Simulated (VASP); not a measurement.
Here is a VASP 6.6.1 calculation.

Contents of POSCAR:

```
Si
1.0
    3.7240511167      0.0000000000      0.0000000000
   -1.8620255583      3.2251228720      0.0000000000
    0.0000000000      0.0000000000      6.3412386841
Si
4
Direct
    0.3333333333      0.6666666667      0.0651655269
    0.6666666667      0.3333333333      0.5651655269
    0.3333333333      0.6666666667      0.4348344731
    0.6666666667      0.3333333333      0.9348344731
```

The input INCAR.step1:

```
SYSTEM = Si
ALGO = Normal
EDIFF = 1E-5
ENCUT = 520
GGA = PE
ISIF = 2
ISMEAR = 0
LASPH = .TRUE.
LCHARG = .FALSE.
LREAL = .FALSE.
LWAVE = .TRUE.
NBANDS = 16
NELM = 60
PREC = Accurate
SIGMA = 0.01
```

File INCAR.step2:

```
SYSTEM = Si
ALGO = Normal
EDIFF = 1E-6
ENCUT = 520
GGA = PE
HFSCREEN = 0.2079
ISIF = 2
ISMEAR = 0
ISTART = 1
LASPH = .TRUE.
LCHARG = .FALSE.
LHFCALC = .TRUE.
LREAL = .FALSE.
LWAVE = .FALSE.
NBANDS = 16
NELM = 60
PREC = Accurate
PRECFOCK = Normal
SIGMA = 0.01
```

File KPOINTS:

```
k-points
0
G
  6 6 4
  0 0 0
```

Potentials or basis: VASP PAW PBE potentials, release 64 (Si).

Launch:

```bash
$ cat potpaw_PBE.64/Si/POTCAR > POTCAR
$ cp INCAR.step1 INCAR
$ mpirun -np 1 vasp_std > vasp.out
$ cp INCAR.step2 INCAR
$ mpirun -np 1 vasp_std > vasp.out
```

Task: Predict the largest force.

Result: 0.027 eV/Å.

Task: What does it give for the band gap on the k mesh?

Result: 0.92 eV (least direct gap 2.16 eV).

Stress tensor (GPa, compression positive):
```
7.53 0.00 0.00
0.00 7.53 0.00
0.00 0.00 1.70
```

Caveat: the cell differs from its parent crystal (biaxial xy strain -2.8%); the cell stands under pressure; the PAW data sets were made with another functional, which shifts forces and pressure a little. A k mesh can miss the band edges.
